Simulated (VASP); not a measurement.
Write the native input for VASP 6.6.1 that does the following.

| Item | Value |
| --- | --- |
| Task | single point |
| Functional | PBE |
| Potentials or basis | VASP PAW PBE potentials, release 64 (Pb_d, Te) |
| Cutoff | 520 eV |
| k mesh | 6 × 6 × 6 |
| Occupations | fermi-dirac, width 0.02 eV |
| Spin | no spin polarisation |
| Dipole correction | no |
| Further INCAR settings | ALGO = Normal; EDIFF = 1e-06; NBANDS = 17 |

The structure of TePb lies in POSCAR:

```
TePb
1.0
    0.0000000000      3.6654225781      3.6654225781
    3.6654225781      0.0000000000      3.6654225781
    3.6654225781      3.6654225781      0.0000000000
Pb Te
1 1
Direct
    0.0000000000      0.0000000000      0.0000000000
    0.2500000000      0.2500000000      0.2500000000
```

One way to write it, as run:

INCAR

```
PREC = Accurate
ENCUT = 520
EDIFF = 1E-6
ISMEAR = -1
SIGMA = 0.02
LREAL = False
LASPH = True
NELM = 80
ALGO = Normal
ISIF = 2
LWAVE = False
LCHARG = False
GGA = PE
NBANDS = 17
```

KPOINTS

```
regular mesh
0
Gamma
  6 6 6
```

Potentials or basis: VASP PAW PBE potentials, release 64 (Pb_d, Te).

Launch:

```bash
$ cat potpaw_PBE.64/Pb_d/POTCAR potpaw_PBE.64/Te/POTCAR > POTCAR
$ mpirun -np 1 vasp_std > vasp.out
```

Results of the run:

```yaml
Pressure: 0.0 GPa
Band_gap_on_the_k_mesh: 0.77 eV, indirect (least direct gap 1.20 eV)
```

Caveat: spin-orbit coupling is left out, which moves the levels of the heavy elements.

Run time: 22 s on 1 thread of Intel(R) Xeon(R) 6975P-C (Granite Rapids), with other jobs on the host, peak memory 0.24 GiB.
